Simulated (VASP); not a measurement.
Write the native input for VASP 6.6.1 that does the following.

```yaml
Task: single point
Functional: PBEsol
Potentials_or_basis: VASP PAW PBE potentials, release 64 (Li_sv, Mg)
Cutoff: 520 eV
k_mesh: 14 × 14 × 14
Occupations: gaussian, width 0.15 eV
Spin: no spin polarisation
Dipole_correction: no
Further_INCAR_settings: ALGO = Normal; EDIFF = 1e-07; NBANDS = 10
```

The structure of LiMg lies in POSCAR:

```
LiMg
1.0
    3.2937303750      0.0000000000      0.0000000000
    0.0000000000      3.2937303750      0.0000000000
    0.0000000000      0.0000000000      3.7302405000
Li Mg
1 1
Direct
    0.0000000000      0.0000000000      0.0000000000
    0.5000000000      0.5000000000      0.5000000000
```

This cell differs from its parent crystal: strain -0.025 along x and y, +0.050 along z.

The input as run:

INCAR

```
  PREC = Accurate
  ENCUT = 520
  EDIFF = 1E-7
  ISMEAR = 0
  SIGMA = 0.15
  LREAL = False
  LASPH = True
  NELM = 80
  ALGO = Normal
  ISIF = 2
  LWAVE = False
  LCHARG = False
  GGA = PS
  NBANDS = 10
```

KPOINTS

```
Automatic mesh
0
Gamma
  14 14 14
```

Potentials or basis: VASP PAW PBE potentials, release 64 (Li_sv, Mg).

Command:

```bash
$ cat potpaw_PBE.64/Li_sv/POTCAR potpaw_PBE.64/Mg/POTCAR > POTCAR
$ mpirun -np 1 vasp_std > vasp.out
```

It took 49 s on 1 thread of Intel(R) Xeon(R) Platinum 8259CL CPU @ 2.50GHz (Skylake/Cascade Lake), on a shared host, peak memory 0.24 GiB.
